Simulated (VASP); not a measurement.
Runs of VASP 6.6.1 on ZnS (Wurtzite-2H). The structure is that of space group P6_3mc (No. 186), or close to it. The cells are those of the table. 

```tsv
task	level	cell	cutoff (eV)	gap on the mesh (eV)	pressure (GPa)	relaxed volume (Å³/atom)
relaxation of cell and atoms	RPBE	relaxed from a = 3.811, b = 3.811, c = 6.234 Å, angles 90.0, 90.0, 120.0°, 4 atoms	600	2.09	0.0	20.98
single point	r2SCAN+rVV10	a = 3.790, b = 3.790, c = 6.224 Å, angles 90.0, 90.0, 120.0°, 4 atoms	520	2.79	0.1	-
relaxation of cell and atoms	r2SCAN	relaxed from a = 3.811, b = 3.811, c = 6.234 Å, angles 90.0, 90.0, 120.0°, 4 atoms	600	2.79	0.1	19.58
relaxation of cell and atoms	r2SCAN+rVV10	relaxed from a = 3.811, b = 3.811, c = 6.234 Å, angles 90.0, 90.0, 120.0°, 4 atoms	600	(a)	0.0	(b)
single point	r2SCAN	a = 3.807, b = 3.807, c = 6.246 Å, angles 90.0, 90.0, 120.0°, 4 atoms	520	2.79	0.0	-
```

Alike in all rows: potentials or basis VASP PAW PBE potentials, release 64 (Zn, S); no spin polarisation; k mesh 6 × 6 × 4; smearing gaussian 0.01 eV.

**Question.** Fill in the values left out.

**Answer.** (a) 2.78; (b) 19.39.

Caveats: the PAW data sets were made with another functional, which shifts forces and pressure a little.

